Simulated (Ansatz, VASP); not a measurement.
# One calculation of Sn, two programs

```
CELL_PARAMETERS angstrom
-2.94014 2.94014 1.59930
2.94014 -2.94014 1.59930
2.94014 2.94014 -1.59930
ATOMIC_POSITIONS crystal
Sn 0.00000 0.00000 0.00000
Sn 0.75000 0.25000 0.50000
```

Alike in both runs: functional r2SCAN; k mesh 7 × 7 × 7; occupations fermi-dirac, width 0.05 eV; non-collinear spin, spin-orbit coupling.

|  | VASP | Ansatz |
| --- | --- | --- |
| version | VASP 6.6.1 | Ansatz 0.2.0 |
| potentials or method | VASP PAW PBE potentials, release 64 (Sn_d) | Ansatz PAW |
| plane-wave cutoff (eV) | 520 | 500 |
| valence electrons in the cell | 28 | 28 |
| task | single point | band structure |

```tsv
	VASP	Ansatz	Ansatz less VASP
pressure (GPa)	-0.4	-0.4	-0.01
traceless stress, the component that is largest in VASP (GPa)	0.72	0.73	+0.008
```

VASP's potentials were made for PBE, not for r2SCAN.
